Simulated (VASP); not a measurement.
# MgO (Pm-3m) in VASP: relaxation of cell and atoms with PBE

Aim: the relaxation of cell and atoms of MgO with PBE.

Everything below comes from runs of VASP 6.6.1. Logs are shortened: lines on timing, memory, paths and dates and some standing lists are left out, and cuts for length are marked.

### Step 1. The cell of the first run

It takes space group Pm-3m (No. 221, cubic). The conventional cell has a = 2.584 Å, b = 2.584 Å, c = 2.584 Å, α = 90.00°, β = 90.00°, γ = 90.00°. Within 3.0 Å of Mg (site symmetry m-3m) lie 8 O at 2.24 Å and 6 Mg at 2.58 Å. Within 3.0 Å of O (site symmetry m-3m) lie 8 Mg at 2.24 Å and 6 O at 2.58 Å.

### Step 2. Relaxation of cell and atoms, PBE

Input file INCAR:

```
ALGO = Normal
EDIFF = 1E-7
EDIFFG = -0.05
ENCUT = 840
GGA = PE
GGA_COMPAT = False
IBRION = 2
ISIF = 3
ISMEAR = 0
LASPH = True
LCHARG = False
LREAL = False
LWAVE = False
NELM = 120
NELMIN = 4
NSW = 100
PREC = Accurate
SIGMA = 0.1
```

Input file KPOINTS:

```
k-points
0
Gamma
  8 8 8
```

Input file POSCAR:

```
MgO
1.0
    2.5837245600      0.0000000000      0.0000000000
    0.0000000000      2.5837245600      0.0000000000
    0.0000000000      0.0000000000      2.5837245600
Mg O
1 1
Direct
    0.0000000000      0.0000000000      0.0000000000
    0.5000000000      0.5000000000      0.5000000000
```

Potentials or basis: VASP PAW PBE potentials, release 64 (Mg_sv, O).

Started as:

```console
$ cat potpaw_PBE.64/Mg_sv/POTCAR potpaw_PBE.64/O/POTCAR > POTCAR
$ mpirun -np 1 vasp_std > vasp.out
```

OUTCAR:

```text
EDIFF = 1E-7
   EDIFFG = -0.05
   ENCUT = 840
   GGA = PE
   IBRION = 2
   ISIF = 3
   ISMEAR = 0
   LASPH = True
   LREAL = False
   NELM = 120
   NELMIN = 4
   NSW = 100
   PREC = Accurate

 ion  position               nearest neighbor table
   1  0.000  0.000  0.000-
   2  0.500  0.500  0.500-

  LATTYP: Found a simple cubic cell.
 ALAT       =     2.5837245600

  Lattice vectors:

 A1 = (   2.5837245600,   0.0000000000,   0.0000000000)
 A2 = (   0.0000000000,   2.5837245600,   0.0000000000)
 A3 = (   0.0000000000,   0.0000000000,   2.5837245600)

Analysis of symmetry for initial positions (statically):
=====================================================================
 Subroutine PRICEL returns:
 Original cell was already a primitive cell.

 Routine SETGRP: Setting up the symmetry group for a
 simple cubic supercell.

 Subroutine GETGRP returns: Found 48 space group operations
 (whereof 48 operations were pure point group operations)
 out of a pool of 48 trial point group operations.

The static configuration has the point symmetry O_h .

Analysis of symmetry for dynamics (positions and initial velocities):
=====================================================================
 Subroutine PRICEL returns:
 Original cell was already a primitive cell.

 Routine SETGRP: Setting up the symmetry group for a
 simple cubic supercell.

 Subroutine GETGRP returns: Found 48 space group operations
 (whereof 48 operations were pure point group operations)
 out of a pool of 48 trial point group operations.

The dynamic configuration has the point symmetry O_h .

 Subroutine INISYM returns: Found 48 space group operations
 (whereof 48 operations are pure point group operations),
 and found     1 'primitive' translations

----------------------------------------------------------------------------------------

                                     Primitive cell

  volume of cell :      17.2480

  direct lattice vectors                    reciprocal lattice vectors
     2.583724560  0.000000000  0.000000000     0.387038160  0.000000000  0.000000000
     0.000000000  2.583724560  0.000000000     0.000000000  0.387038160  0.000000000
     0.000000000  0.000000000  2.583724560     0.000000000  0.000000000  0.387038160

  length of vectors
     2.583724560  2.583724560  2.583724560     0.387038160  0.387038160  0.387038160

[... 100 lines left out ...]
     AMIX_MAG =   1.60;   BMIX_MAG =  1.00
  volume/ion in A,a.u.               =       8.62        58.20
  Fermi-wavevector in a.u.,A,eV,Ry     =   1.596621  3.017177 34.683970  2.549200
  Thomas-Fermi vector in A             =   2.694355
   LORBIT       =      0    0 simple, 1 ext, 2 COOP (PROOUT), +10 PAW based schemes
   GGA     = PE    functional components
   LHFCALC =     F    Hartree Fock is set to
   AEXX    =    0.0000 exact exchange contribution
   IVDW    =     0    specifies the selected vdW correction
   LEPSILON=     F    determine dielectric tensor
   LRPA    =     F    only Hartree local field effects (RPA)
 conjugate gradient relaxation of ions
 non-spin polarized calculation
 Gauss-broadening in eV      SIGMA  =   0.10
  energy-cutoff  :      840.00
  volume of cell :       17.25
 maximum number of plane-waves:       972
   NGX = 13   NGY = 13   NGZ = 13

--------------------------------------- Ionic step        1  -------------------------------------------

 number of electron      16.0000003 magnetization

 Free energy of the ion-electron system (eV)
  ---------------------------------------------------
  ext. energy  EPLUGINS =         0.00000000
  ---------------------------------------------------
  free energy    TOTEN  =       -10.31961321 eV

  energy without entropy =      -10.31961321  energy(sigma->0) =      -10.31961321

------------------------ aborting loop because EDIFF is reached ----------------------------------------

  FORCE on cell =-STRESS in cart. coord.  units (eV):
  Direction    XX          YY          ZZ          XY          YZ          ZX
  --------------------------------------------------------------------------------------
  -------------------------------------------------------------------------------------
  Total        1.5574692      1.5574692      1.5574692      0.0000000     -0.0000000      0.0000000
  in kB      144.6743059    144.6743059    144.6743059      0.0000000     -0.0000000      0.0000000
  external PRESSURE =     144.6743059 kB  Pullay stress =       0.0000000 kB
[... 59 lines left out ...]
--------------------------------------- Ionic step        3  -------------------------------------------

 number of electron      16.0000016 magnetization

 Free energy of the ion-electron system (eV)
  ---------------------------------------------------
  ext. energy  EPLUGINS =         0.00000000
  ---------------------------------------------------
  free energy    TOTEN  =       -10.38349443 eV

  energy without entropy =      -10.38349443  energy(sigma->0) =      -10.38349443

 E-fermi :   4.9278     XC(G=0): -11.4986

 val. band max:        4.5018006049   @ k =   0.5000   0.5000   0.0000
 cond. band min:       6.7989422248   @ k =   0.0000   0.0000   0.0000
 fundamental gap:      2.2971416199
 Fermi energy:         4.9278195584

 k-point     1 :       0.0000    0.0000    0.0000
  band No.  band energies     occupation
      1     -70.2660      2.00000
      2     -36.9665      2.00000
      3     -36.9665      2.00000
      4     -36.9665      2.00000
      5     -13.8171      2.00000
      6       3.5278      2.00000
      7       3.5278      2.00000
      8       3.5278      2.00000
      9       6.7989      0.00000
     10      14.9025      0.00000
     11      14.9025      0.00000
     12      24.4067      0.00000
[... 331 lines left out ...]
 k-point    24 :       0.5000    0.3750    0.1250
  band No.  band energies     occupation
      1     -70.2428      2.00000
      2     -37.0693      2.00000
      3     -37.0502      2.00000
      4     -36.9633      2.00000
      5     -11.8694      2.00000
      6      -0.2280      2.00000
      7       0.5623      2.00000
      8       3.7885      2.00000
      9      10.3624      0.00000
     10      15.0146      0.00000
     11      15.5254      0.00000
     12      19.3378      0.00000

 [... further k-points ...]

------------------------ aborting loop because EDIFF is reached ----------------------------------------

  FORCE on cell =-STRESS in cart. coord.  units (eV):
  Direction    XX          YY          ZZ          XY          YZ          ZX
  --------------------------------------------------------------------------------------
  -------------------------------------------------------------------------------------
  Total        0.0019791      0.0019791      0.0019791     -0.0000000     -0.0000000     -0.0000000
  in kB        0.1690047      0.1690047      0.1690047     -0.0000000     -0.0000000     -0.0000000
  external PRESSURE =       0.1690047 kB  Pullay stress =       0.0000000 kB
[... 17 lines left out ...]
  FREE ENERGIE OF THE ION-ELECTRON SYSTEM (eV)
  ---------------------------------------------------
  free  energy   TOTEN  =       -10.3834944341 eV

  energy  without entropy=      -10.3834944341  energy(sigma->0) =      -10.38349443

 reached required accuracy - stopping structural energy minimisation
```

Run time: 20 s. Hardware: 1 thread of Intel Xeon Platinum 8488C (Sapphire Rapids), shared host; peak memory 0.14 GiB.

Results:

```yaml
Free_energy: -10.3835 eV
Relaxed_volume: 9.38 Å³/atom
Relaxed_cell: a = 2.657 Å, b = 2.657 Å, c = 2.657 Å, α = 90.00°, β = 90.00°, γ = 90.00°
Space_group_after_relaxing_to_0.1_Å: Pm-3m (No. 221)
Energy_gained_by_relaxing: 31.9 meV/atom
Ionic_steps: 3
Pressure_after_relaxing: 0.0 GPa
Band_gap_on_the_k_mesh: 2.30 eV (least direct gap 3.27 eV)
```

Step by step:
| step | energy change (eV) | largest force (eV/Å) | pressure (GPa) | volume (Å³) |
| --- | --- | --- | --- | --- |
| 1 | 0.0000 | 0.0000 | 14.47 | 17.25 |
| 2 | -0.0582 | 0.0000 | -3.60 | 19.27 |
| 3 | -0.0639 | 0.0000 | 0.02 | 18.76 |

Final structure:
```
CELL_PARAMETERS angstrom
2.65720 0.00000 0.00000
0.00000 2.65720 0.00000
0.00000 0.00000 2.65720
ATOMIC_POSITIONS crystal
Mg 0.00000 0.00000 0.00000
O 0.50000 0.50000 0.50000
```

Levels at points of the mesh, in eV from the valence-band top:
```
           k point  band 5  band 6  band 7  band 8  band 9  band 10  band 11  band 12
(0.00, 0.00, 0.00)  -18.32   -0.97   -0.97   -0.97    2.30    10.40    10.40    19.90
(0.50, 0.00, 0.00)  -17.14   -6.33   -0.54   -0.54    6.80     9.17    14.40    17.29
(0.50, 0.50, 0.00)  -16.34   -4.55   -4.55    0.00    4.87    11.90    11.90    13.14
(0.50, 0.50, 0.50)  -15.55   -3.49   -3.49   -3.49    7.39     7.39     7.39    15.93
```

A k mesh can miss the band edges.
